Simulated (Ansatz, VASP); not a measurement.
## TiW3 in VASP and in Ansatz

```
Ti W
1.0
     2.86120   -4.04634    0.00000
     2.86120    4.04634    0.00000
     0.00000    0.00000    2.86120
Ti W
1 3
Cartesian
  2.8612 0.0000 1.4306
  1.4306 2.0232 0.0000
  0.0000 0.0000 1.4306
  1.4306 -2.0232 0.0000
```

Alike in both runs: task single point; functional PBE; k mesh 4 × 4 × 6; occupations gaussian, width 0.1 eV; collinear spin.

|  | VASP | Ansatz |
| --- | --- | --- |
| version | VASP 6.6.1 | Ansatz 0.2.0 |
| potentials or method | VASP PAW PBE potentials, release 64 (Ti_sv, W_sv), cutoff 520 eV | scalar-relativistic, plane waves, PAW |
| valence electrons in the cell | 54 | 54 |

```tsv
	VASP	Ansatz	Ansatz less VASP
gap on the k mesh at the Fermi level (eV)	none	none	-
pressure (GPa)	-0.5	-0.6	-0.19
traceless stress, the component that is largest in VASP (GPa)	-1.94	-1.95	-0.008
net moment per atom (μB)	0.00	0.00	0.000
```

A gap of «none» marks a metal or a gap that the smearing closes. With one functional, cell and mesh, what is left measures potentials, basis and numerics. Ansatz's warnings: seeded moment not kept.

The k mesh is coarse, so the values compare programs but aren't converged. Neither program's run includes spin-orbit coupling.
